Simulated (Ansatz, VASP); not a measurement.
# One calculation of Ru2F, two programs

```
Ru F
1.0
     0.00000    0.00132    2.79995
     3.93773   -0.00074   -0.00023
    -0.00149    6.80158    0.00219
Ru F
4 2
Direct
  0.19067 0.00005 0.33325
  0.19068 0.50001 0.83324
  0.80933 0.49999 0.16676
  0.80933 0.99995 0.66676
  0.49998 0.50000 0.50001
  0.50002 0.00001 0.99997
```

Change from the starting cell: cell x2, atoms moved at random (sigma 0.15 Å) and cell strained at random (1.5 %), then relaxed without symmetry.

Alike in both runs: functional PBE; k mesh 8 × 6 × 4; occupations gaussian, width 0.2 eV; no spin polarisation.

Ansatz relaxed the structure, and its values are those at the end. VASP's run is a single point on that final structure, the one shown.

|  | VASP | Ansatz |
| --- | --- | --- |
| version | VASP 6.6.1 | Ansatz 0.2.0 |
| potentials or method | VASP PAW PBE potentials, release 64 (Ru_pv, F), cutoff 520 eV | scalar-relativistic, plane waves, PAW |
| valence electrons in the cell | 70 | 78 |

Ansatz gave:

| Property | Result |
| --- | --- |
| gap on the k mesh at the Fermi level (eV) | none |
| pressure (GPa) | 0.0 |
| rms of the force components (eV/Å) | 0.001 |

Q: Which values does VASP return?

A: gap on the k mesh at the Fermi level (eV): none; pressure (GPa): -0.1; rms of the force components (eV/Å): 0.007.

A gap of «none» marks a metal or a gap that the smearing closes. VASP's potentials hold 70 valence electrons a cell and Ansatz's 78, so a difference there can come from the potentials and not from the codes.
